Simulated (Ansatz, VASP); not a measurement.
## One calculation of GdO, two programs

```
CELL_PARAMETERS angstrom
0.00000 2.70000 2.70000
2.70000 0.00000 2.70000
2.70000 2.70000 0.00000
ATOMIC_POSITIONS crystal
Gd 0.00000 0.00000 0.00000
O 0.75000 0.75000 0.75000
```

Alike in both runs: functional PBE; k mesh 9 × 9 × 9; occupations fermi-dirac, width 0.05 eV; collinear spin; Hubbard terms Gd f U = 5.0 eV.

```csv
,VASP,Ansatz
version,VASP 6.6.1,Ansatz 0.2.0
potentials or method,"VASP PAW PBE potentials, release 64 (Gd, O)",Ansatz PAW
plane-wave cutoff (eV),520,420
valence electrons in the cell,24,24
task,single point,band structure
```

Ansatz gave:

| Property | Result |
| --- | --- |
| gap on the k mesh at the Fermi level (eV) | none |
| pressure (GPa) | -0.3 |
| net moment per atom (μB) | 3.96 |
| size of the moment on the site where the two differ most (μB) | 7.01 |

Task: Estimate VASP's values.

Result: gap on the k mesh at the Fermi level (eV): none; pressure (GPa): -0.2; net moment per atom (μB): 3.96; size of the moment on the site where the two differ most (μB): 7.06.

Site moments also hang on the region over which each program counts them. The programs project onto different local orbitals, so the same U acts differently, and such runs can settle in different states. A gap of «none» marks a metal or a gap that the smearing closes.

Spin-orbit coupling is off throughout. Noted on Ansatz's run: the magnetic or orbital state may not be the lowest.
